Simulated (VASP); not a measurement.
The system is EuO.

```xyz
2
Lattice="0.0000 2.5283 2.5283 2.5283 0.0000 2.5283 2.5283 2.5283 0.0000" Properties=species:S:1:pos:R:3 pbc="T T T"
Eu    0.0000    0.0000    0.0000
O     2.5283    2.5283    2.5283
```

```yaml
Program: VASP 6.6.1
Task: relaxation of cell and atoms
Functional: PBE
Potentials_or_basis: VASP PAW PBE potentials, release 64 (Eu, O)
Cutoff: 600 eV
k_mesh: 6 × 6 × 6
Occupations: gaussian, width 0.03 eV
Spin: collinear spin, ferromagnetic start
Starting_moments: "[7.0, 0.0] μB"
Hubbard_terms: Eu f U = 7 eV
```

At the start: pressure 7.2 GPa; volume 16.16 Å³/atom.

How do energy, volume and symmetry change on relaxing?

Over 7 steps the energy falls by 27.8 meV/atom and the volume is 17.37 Å³/atom (+7.5 %); space group Fm-3m (No. 225, to 0.1 Å) before and after; moment 7.00 μB per cell.

The path:
```
step  energy change (eV)  largest force (eV/Å)  pressure (GPa)  volume (Å³)
   1              0.0000                0.0000            7.23        32.33
   2             -0.0444                0.0000           -2.44        35.86
   3             -0.0527                0.0000            0.04        34.79
   4             -0.0556                0.0000           -0.05        34.79
   5             -0.0556                0.0000           -0.17        34.77
   6             -0.0555                0.0000            0.57        34.69
   7             -0.0556                0.0000           -0.01        34.75
```

Final structure:
```
Eu O
1.0
     0.00000    2.59002    2.59002
     2.59002    0.00000    2.59002
     2.59002    2.59002    0.00000
Eu O
1 1
Direct
  0.00000 0.00000 0.00000
  0.50000 0.50000 0.50000
```

Where two steps share one volume, the run began anew on that cell with a basis built for it.

Caveat: a cell with one magnetic atom can't hold antiferromagnetic order, which such compounds often take.
